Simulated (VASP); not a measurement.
A run of VASP 6.6.1:

File INCAR:

```
PREC = Accurate
ENCUT = 520
EDIFF = 1E-7
ISMEAR = -1
SIGMA = 0.05
LREAL = F
LASPH = T
NELM = 100
ALGO = Normal
ISIF = 2
LWAVE = F
LCHARG = F
GGA = RE
IVDW = 13
NBANDS = 33
```

KPOINTS

```
regular mesh
0
Gamma
  6 6 9
```

File POSCAR:

```
TiO2
1.0
    4.5913486008      0.0000000000      0.0000000000
    0.0000000000      4.5913486008      0.0000000000
    0.0000000000      0.0000000000      2.9532999031
Ti O
2 4
Direct
    0.0000000000      0.0000000000      0.5000000000
    0.5000000000      0.5000000000      0.0000000000
    0.3042308589      0.3042308589      0.5000000000
    0.1957691411      0.8042308589      0.0000000000
    0.8042308589      0.1957691411      0.0000000000
    0.6957691411      0.6957691411      0.5000000000
```

Potentials or basis: VASP PAW PBE potentials, release 64 (Ti_sv, O).

Run with:

```bash
$ cat potpaw_PBE.64/Ti_sv/POTCAR potpaw_PBE.64/O/POTCAR > POTCAR
$ mpirun -np 1 vasp_std > vasp.out
```

Hardware: 1 thread of Intel Xeon 8259CL, on a shared host.

Q: Estimate the wall time of this run.

A: Run time: 3.1 min on 1 thread of Intel Xeon 8259CL, with other jobs on the host, peak memory 0.22 GiB. Counts: scf iterations 17, k points 50.
